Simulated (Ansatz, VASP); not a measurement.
**Two plane-wave programs on H**

```
CELL_PARAMETERS angstrom
2.54365 0.00000 0.00000
0.00000 2.54365 0.00000
0.00000 0.00000 0.94127
ATOMIC_POSITIONS crystal
H 0.00000 0.00000 0.50000
```

Change from the starting cell: strain -0.040 along x and y, -0.040 along z, atoms carried along.

Alike in both runs: task single point; functional PBEsol; k mesh 10 × 10 × 26; occupations gaussian, width 0.05 eV; no spin polarisation.

|  | VASP | Ansatz |
| --- | --- | --- |
| version | VASP 6.6.1 | Ansatz 0.2.0 |
| potentials or method | VASP PAW PBE potentials, release 64 (H), cutoff 520 eV | scalar-relativistic, plane waves, PAW |
| valence electrons in the cell | 1 | 1 |

```tsv
	VASP	Ansatz	Ansatz less VASP
gap on the k mesh at the Fermi level (eV)	none	none	-
pressure (GPa)	7.4	7.7	+0.28
traceless stress, the component that is largest in VASP (GPa)	10.29	10.22	-0.075
```

VASP's potentials were made for PBE, not for PBEsol. A gap of «none» marks a metal or a gap that the smearing closes.
